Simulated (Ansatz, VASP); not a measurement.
# PbF2: VASP beside Ansatz

The input INCAR:

```
PREC = Accurate
ENCUT = 520
EDIFF = 1E-6
ISMEAR = 0
SIGMA = 0.02
LREAL = False
LASPH = True
NELM = 60
ALGO = Normal
ISIF = 2
LWAVE = False
LCHARG = True
GGA = PE
IVDW = 12
LELF = True
LVHAR = True
NBANDS = 21
```

KPOINTS

```
Automatic mesh
0
Gamma
  8 8 8
```

File POSCAR:

```
PbF2
1.0
    0.0000000000      2.9203005069      2.9203005069
    2.9203005069      0.0000000000      2.9203005069
    2.9203005069      2.9203005069      0.0000000000
Pb F
1 2
Direct
    0.0000000000      0.0000000000      0.0000000000
    0.2500000000      0.2500000000      0.2500000000
    0.7500000000      0.7500000000      0.7500000000
```

Input for Ansatz:

```yaml
crystal:
  lattice:
    - [0.0, 2.920300507, 2.920300507]
    - [2.920300507, 0.0, 2.920300507]
    - [2.920300507, 2.920300507, 0.0]
  atoms:
    - { symbol: Pb, position: [0.0, 0.0, 0.0] }
    - { symbol: F, position: [0.25, 0.25, 0.25] }
    - { symbol: F, position: [0.75, 0.75, 0.75] }
basis:
  ecutwfc: 420
kpoints:
  mp_grid: { grid: [8, 8, 8] }
hamiltonian:
  xc: pbe
  dispersion: d3bj
scf:
  occupations: { method: gaussian, width: 0.02 }
output:
  forces: true
  stress: true
  eigenvalues: true
```

Alike in both runs: task single point; functional PBE; dispersion D3(BJ); k mesh 8 × 8 × 8; occupations gaussian, width 0.02 eV; no spin polarisation.

```csv
,VASP,Ansatz
version,VASP 6.6.1,Ansatz 0.2.0
potentials or method,"VASP PAW PBE potentials, release 64 (Pb_d, F), cutoff 520 eV","scalar-relativistic, plane waves, PAW"
valence electrons in the cell,28,28
```

```tsv
	VASP	Ansatz	Ansatz less VASP
gap on the k mesh at the Fermi level (eV)	4.40	4.41	+0.003
least direct gap on the mesh (eV)	4.56	4.56	+0.002
pressure (GPa)	4.8	5.0	+0.19
```

Neither program's run includes spin-orbit coupling.
